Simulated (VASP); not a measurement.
## Cu: single point with PBEsol

Cu:

```
CELL_PARAMETERS angstrom
-1.36360 1.36360 1.33940
1.36360 -1.36360 1.33940
1.36360 1.36360 -1.33940
ATOMIC_POSITIONS crystal
Cu 0.00000 0.00000 0.00000
```

```json
{
  "Program": "VASP 6.6.1",
  "Task": "single point",
  "Functional": "PBEsol",
  "Potentials or basis": "VASP PAW PBE potentials, release 64 (Cu)",
  "Cutoff": "520 eV",
  "k mesh": "15 × 15 × 15",
  "Occupations": "methfessel-paxton, width 0.1 eV",
  "Spin": "no spin polarisation"
}
```

```json
{
 "Pressure": "30.7 GPa",
 "Band gap on the k mesh": "zero (an odd number of electrons rules out a gap without spin polarisation)"
}
```

Stress tensor (GPa, compression positive):
```
30.79  0.00  0.00
 0.00 30.79  0.00
 0.00  0.00 30.66
```

Levels at points of the mesh, in eV from the Fermi level:
```tsv
k point	band 3	band 4	band 5	band 6	band 7	band 8	band 9	band 10
(0.00, 0.00, 0.00)	-3.68	-3.68	-2.45	-2.36	26.51	26.51	26.98	31.47
```

It took 46 s on 1 thread of Intel Xeon 8259CL (shared host), peak memory 0.15 GiB.

Caveat: the cell stands under pressure; the PAW data sets were made with another functional, which shifts forces and pressure a little.
